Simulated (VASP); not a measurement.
# WC (Fm-3m) in VASP: further runs, part 2 of 2

VASP 6.6.1. Earlier steps stand in the parts before.

## (3) Single point, PBE (volume scaled by 0.96)

The input, INCAR:

```
SYSTEM = WC
PREC = Accurate
ENCUT = 520
EDIFF = 1E-7
ISMEAR = -1
SIGMA = 0.05
LREAL = .FALSE.
LASPH = .TRUE.
NELM = 100
ALGO = Normal
ISIF = 2
LWAVE = .FALSE.
LCHARG = .TRUE.
GGA = PE
LELF = .TRUE.
LVHAR = .TRUE.
NBANDS = 16
```

The input, KPOINTS:

```
regular mesh
0
G
  10 10 10
  0 0 0
```

The input, POSCAR:

```
WC
1.0
    0.0000000000      2.1630495024      2.1630495024
    2.1630495024      0.0000000000      2.1630495024
    2.1630495024      2.1630495024      0.0000000000
W C
1 1
Direct
    0.0000000000      0.0000000000      0.0000000000
    0.5000000000      0.5000000000      0.5000000000
```

Potentials or basis: VASP PAW PBE potentials, release 64 (W_sv, C).

Launch:

```sh
$ cat potpaw_PBE.64/W_sv/POTCAR potpaw_PBE.64/C/POTCAR > POTCAR
$ mpirun -np 1 vasp_std > vasp.out
```

OUTCAR:

```text
SYSTEM = WC
   PREC = Accurate
   ENCUT = 520
   EDIFF = 1E-7
   ISMEAR = -1
   LREAL = .FALSE.
   LASPH = .TRUE.
   NELM = 100
   ISIF = 2
   GGA = PE

 ion  position               nearest neighbor table
   1  0.000  0.000  0.000-   2 2.16   2 2.16   2 2.16   2 2.16   2 2.16   2 2.16
   2  0.500  0.500  0.500-   1 2.16   1 2.16   1 2.16   1 2.16   1 2.16   1 2.16

  LATTYP: Found a face centered cubic cell.
 ALAT       =     4.3260990048

  Lattice vectors:

 A1 = (   0.0000000000,   2.1630495024,   2.1630495024)
 A2 = (   2.1630495024,   0.0000000000,   2.1630495024)
 A3 = (   2.1630495024,   2.1630495024,   0.0000000000)

Analysis of symmetry for initial positions (statically):
=====================================================================
 Subroutine PRICEL returns:
 Original cell was already a primitive cell.

 Routine SETGRP: Setting up the symmetry group for a
 face centered cubic supercell.

 Subroutine GETGRP returns: Found 48 space group operations
 (whereof 48 operations were pure point group operations)
 out of a pool of 48 trial point group operations.

The static configuration has the point symmetry O_h .

Analysis of symmetry for dynamics (positions and initial velocities):
=====================================================================
 Subroutine PRICEL returns:
 Original cell was already a primitive cell.

 Routine SETGRP: Setting up the symmetry group for a
 face centered cubic supercell.

 Subroutine GETGRP returns: Found 48 space group operations
 (whereof 48 operations were pure point group operations)
 out of a pool of 48 trial point group operations.

The dynamic configuration has the point symmetry O_h .

 Subroutine INISYM returns: Found 48 space group operations
 (whereof 48 operations are pure point group operations),
 and found     1 'primitive' translations

[... 102 lines left out ...]
   POTIM  = 0.5000    time-step for ionic-motion
   TEBEG  =    0.0;   TEEND  =   0.0 temperature during run
   PSTRESS=    0.0 pullay stress
   NELECT =      18.0000    total number of electrons
   NUPDOWN=      -1.0000    fix difference up-down
   EMIN   =  10.00;   EMAX   =-10.00  energy-range for DOS
   EFERMI =   0.00;   METHOD = LEGACY
   ISMEAR =    -1;   SIGMA  =   0.05  broadening in eV -4-tet -1-fermi 0-gaus
   EFERMI_NEDOS =   21; number of points for ismear=-14 and -15
   IALGO  =     38    algorithm
   IMIX   =      4    mixing-type and parameters
     AMIX     =   0.40;   BMIX     =  1.00
     AMIX_MAG =   1.60;   BMIX_MAG =  1.00
  volume/ion in A,a.u.               =      10.12        68.30
  Fermi-wavevector in a.u.,A,eV,Ry     =   1.574306  2.975007 33.721224  2.478440
  Thomas-Fermi vector in A             =   2.675460
   LORBIT       =      0    0 simple, 1 ext, 2 COOP (PROOUT), +10 PAW based schemes
   GGA     = PE    functional components
   LHFCALC =     F    Hartree Fock is set to
   AEXX    =    0.0000 exact exchange contribution
   IVDW    =     0    specifies the selected vdW correction
   LEPSILON=     F    determine dielectric tensor
   LRPA    =     F    only Hartree local field effects (RPA)
 non-spin polarized calculation
  energy-cutoff  :      520.00
  volume of cell :       20.24
 maximum number of plane-waves:       556
   NGX = 11   NGY = 11   NGZ = 11

 number of electron      17.9999999 magnetization

 Free energy of the ion-electron system (eV)
  ---------------------------------------------------
  ext. energy  EPLUGINS =         0.00000000
  ---------------------------------------------------
  free energy    TOTEN  =       -21.53340306 eV

  energy without entropy =      -21.52720667  energy(sigma->0) =      -21.53030486

 E-fermi :  13.0896     XC(G=0): -13.9438

 val. band max:       13.0046650747   @ k =   0.3000   0.2000   0.1000
 cond. band min:      13.0905479836   @ k =  -0.1000   0.1000   0.0000
 fundamental gap:      0.0858829089
 Fermi energy:        13.0896009304

 k-point     1 :       0.0000    0.0000    0.0000
  band No.  band energies     occupation
      1     -62.3722      2.00000
      2     -26.3619      2.00000
      3     -26.3619      2.00000
      4     -26.3619      2.00000
      5      -3.1322      2.00000
      6      10.1378      2.00000
[... 433 lines left out ...]
      3     -26.5675      2.00000
      4     -26.5467      2.00000
      5      -0.6166      2.00000
      6       5.7530      2.00000
[... 8 lines left out ...]
     15      25.1115      0.00000
     16      28.8688      0.00000

 [... further k-points ...]
[... 5 lines left out ...]
  --------------------------------------------------------------------------------------
  -------------------------------------------------------------------------------------
  Total        1.9708603      1.9708603      1.9708603      0.0000000      0.0000000     -0.0000000
  in kB      156.0044764    156.0044764    156.0044764      0.0000000      0.0000000     -0.0000000
  external PRESSURE =     156.0044764 kB  Pullay stress =       0.0000000 kB

 VOLUME and BASIS-vectors are now :
 -----------------------------------------------------------------------------
  energy-cutoff  :      520.00
  volume of cell :       20.24
      direct lattice vectors                 reciprocal lattice vectors
     0.000000000  2.163049502  2.163049502    -0.231155135  0.231155135  0.231155135
     2.163049502  0.000000000  2.163049502     0.231155135 -0.231155135  0.231155135
     2.163049502  2.163049502  0.000000000     0.231155135  0.231155135 -0.231155135

 POSITION                                       TOTAL-FORCE (eV/Angst)
 -----------------------------------------------------------------------------------
      0.00000      0.00000      0.00000         0.000000      0.000000      0.000000
      2.16305      2.16305      2.16305         0.000000     -0.000000     -0.000000
 -----------------------------------------------------------------------------------
    total drift:                                0.000000     -0.000000     -0.000000

  FREE ENERGIE OF THE ION-ELECTRON SYSTEM (eV)
  ---------------------------------------------------
  free  energy   TOTEN  =       -21.5334030589 eV

  energy  without entropy=      -21.5272066684  energy(sigma->0) =      -21.53030486
```

Run time: 26 s. Hardware: 1 thread of AMD EPYC 7R43 (Zen 3), shared host; peak memory 0.1 GiB.

Results:

| Quantity | Value |
| --- | --- |
| Free energy | -21.5334 eV |
| Pressure | 15.6 GPa |
| Band gap on the k mesh | zero (band 9 reaches 14.17 eV, above the bottom of band 10 at 10.79 eV) |

Levels at points of the mesh, in eV from the Fermi level:
```tsv
k point	band 7	band 8	band 9	band 10	band 11	band 12
(0.00, 0.00, 0.00)	-2.95	-2.95	-1.20	-1.20	-1.20	-1.05
(0.50, 0.00, 0.00)	-6.93	-6.93	1.08	1.08	2.45	4.93
(0.50, 0.50, 0.00)	-5.75	-2.63	-2.63	0.88	2.39	2.39
```

Caveat: the cell differs from its parent crystal (volume scaled by 0.96); spin-orbit coupling is left out, which moves the levels of the heavy elements.

## (4) Single point, PBE (volume scaled by 0.98)

The input, INCAR:

```
PREC     = Accurate       # precision mode
ENCUT    = 520            # plane-wave cutoff, eV
EDIFF    = 1E-7           # SCF threshold, eV
ISMEAR   = -1             # smearing method
SIGMA    = 0.05           # smearing width, eV
LREAL    = F              # projectors in reciprocal space
LASPH    = T              # aspherical terms in the spheres
NELM     = 100            # most SCF steps
ALGO     = Normal         # electronic algorithm
ISIF     = 2              # what is computed and relaxed
LWAVE    = F              # write WAVECAR
LCHARG   = F              # write CHGCAR
GGA      = PE             # functional
NBANDS   = 16             # bands
```

The input, KPOINTS:

```
regular mesh
0
Gamma
  10 10 10
```

The input, POSCAR:

```
WC
1.0
    0.0000000000      2.1779675566      2.1779675566
    2.1779675566      0.0000000000      2.1779675566
    2.1779675566      2.1779675566      0.0000000000
W C
1 1
Direct
    0.0000000000      0.0000000000      0.0000000000
    0.5000000000      0.5000000000      0.5000000000
```

Launch:

```sh
$ cat potpaw_PBE.64/W_sv/POTCAR potpaw_PBE.64/C/POTCAR > POTCAR
$ mpirun -np 1 vasp_std > vasp.out
```

Run time: 28 s. Hardware: 1 thread of AMD EPYC 7R43 (Zen 3), shared host; peak memory 0.11 GiB.

It converged, with:

```yaml
Free_energy: -21.5633 eV
Pressure: 7.1 GPa
Band_gap_on_the_k_mesh: zero (band 9 reaches 13.81 eV, above the bottom of band 10 at 10.53 eV)
```

Levels at points of the mesh, in eV from the Fermi level:
| k point | band 6 | band 7 | band 8 | band 9 | band 10 | band 11 | band 12 | band 13 |
| --- | --- | --- | --- | --- | --- | --- | --- | --- |
| (0.00, 0.00, 0.00) | -2.87 | -2.87 | -2.87 | -1.16 | -1.16 | -1.16 | -1.03 | -1.03 |
| (0.50, 0.00, 0.00) | -10.02 | -6.77 | -6.77 | 1.04 | 1.04 | 2.36 | 4.90 | 8.95 |
| (0.50, 0.50, 0.00) | -5.97 | -5.70 | -2.59 | -2.59 | 0.84 | 2.30 | 2.30 | 5.59 |

Caveat: the cell differs from its parent crystal (volume scaled by 0.98); spin-orbit coupling is left out, which moves the levels of the heavy elements.

## (5) Single point, PBE

This run uses another cell than the first one, of 10.54 Å³/atom, 1.064 times its volume.

The input, INCAR:

```
SYSTEM = WC
  PREC = Accurate
  ENCUT = 520
  EDIFF = 1E-6
  ISMEAR = -1
  SIGMA = 0.05
  LREAL = .False.
  LASPH = .True.
  NELM = 60
  ALGO = Normal
  ISIF = 2
  LWAVE = .False.
  LCHARG = .False.
  GGA = PE
  NBANDS = 16
```

The input, KPOINTS:

```
Automatic mesh
0
Gamma
  10 10 10
  0 0 0
```

The input, POSCAR:

```
WC
1.0
    0.0000000000      2.1926840000      2.1926840000
    2.1926840000      0.0000000000      2.1926840000
    2.1926840000      2.1926840000      0.0000000000
W C
1 1
Direct
    0.0000000000      0.0000000000      0.0000000000
    0.5000000000      0.5000000000      0.5000000000
```

Launch:

```sh
$ cat potpaw_PBE.64/W_sv/POTCAR potpaw_PBE.64/C/POTCAR > POTCAR
$ mpirun -np 1 vasp_std > vasp.out
```

Run time: 25 s. Hardware: 1 thread of AMD EPYC 7R43 (Zen 3), shared host; peak memory 0.11 GiB.

Results (log left out):

- Free energy: -21.5719 eV
- Pressure: -0.6 GPa
- Band gap on the k mesh: zero (band 9 reaches 13.45 eV, above the bottom of band 10 at 10.27 eV)

Levels at points of the mesh, in eV from the Fermi level:
```tsv
k point	band 5	band 6	band 7	band 8	band 9	band 10	band 11	band 12	band 13	band 14
(0.00, 0.00, 0.00)	-15.86	-2.79	-2.79	-2.79	-1.12	-1.12	-1.12	-1.01	-1.01	6.44
(0.50, 0.00, 0.00)	-11.27	-9.84	-6.63	-6.63	1.00	1.00	2.28	4.87	8.73	8.73
(0.50, 0.50, 0.00)	-13.64	-5.81	-5.64	-2.55	-2.55	0.81	2.22	2.22	5.39	7.22
```

Caveat: spin-orbit coupling is left out, which moves the levels of the heavy elements.

## (6) Summary

| cell | gap on the mesh (eV) | pressure (GPa) |
| --- | --- | --- |
| a = 3.038 Å, angles 60.0°, 2 atoms | none | 25.1 |
| a = 3.059 Å, angles 60.0°, 2 atoms | none | 15.6 |
| a = 3.080 Å, angles 60.0°, 2 atoms | none | 7.1 |
| a = 3.101 Å, angles 60.0°, 2 atoms | none | -0.6 |

Alike in all rows: task single point; level PBE; potentials or basis VASP PAW PBE potentials, release 64 (W_sv, C); no spin polarisation; k mesh 10 × 10 × 10; cutoff (eV) 520; smearing fermi-dirac 0.05 eV.

Caveats: spin-orbit coupling is left out, which moves the levels of the heavy elements.

Total energies depend on the potentials used, so only differences within one code and one set of settings carry meaning.
